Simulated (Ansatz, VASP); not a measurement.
**ZnCu2SnSe4 in VASP and in Ansatz**

```
CELL_PARAMETERS angstrom
0.00000 5.76975 0.00000
5.76975 0.00000 0.00000
2.88488 2.88488 -5.75018
ATOMIC_POSITIONS crystal
Sn 0.50000 0.50000 0.00000
Se 0.63010 0.63010 0.25720
Se 0.36990 0.88730 0.74280
Se 0.11270 0.11270 0.25720
Se 0.88730 0.36990 0.74280
Cu 0.75000 0.25000 0.50000
Cu 0.25000 0.75000 0.50000
Zn 0.00000 0.00000 0.00000
```

Alike in both runs: task single point; functional PBEsol; k mesh 7 × 7 × 7; occupations fermi-dirac, width 0.1369 eV; no spin polarisation.

```csv
,VASP,Ansatz
version,VASP 6.6.1,Ansatz 0.2.0
potentials or method,"VASP PAW PBE potentials, release 64 (Sn_d, Se, Cu, Zn), cutoff 600 eV",PAW plane waves
valence electrons in the cell,72,128
```

```tsv
	VASP	Ansatz	Ansatz less VASP
pressure (GPa)	-2.4	-2.6	-0.20
traceless stress, the component that is largest in VASP (GPa)	0.40	0.40	-0.007
rms of the force components (eV/Å)	0.299	0.303	+0.0041
```

VASP's potentials were made for PBE, not for PBEsol. Atom by atom the forces differ by 0.006 eV/Å (rms over components). VASP's potentials hold 72 valence electrons a cell and Ansatz's 128, so a difference there can come from the potentials and not from the codes.
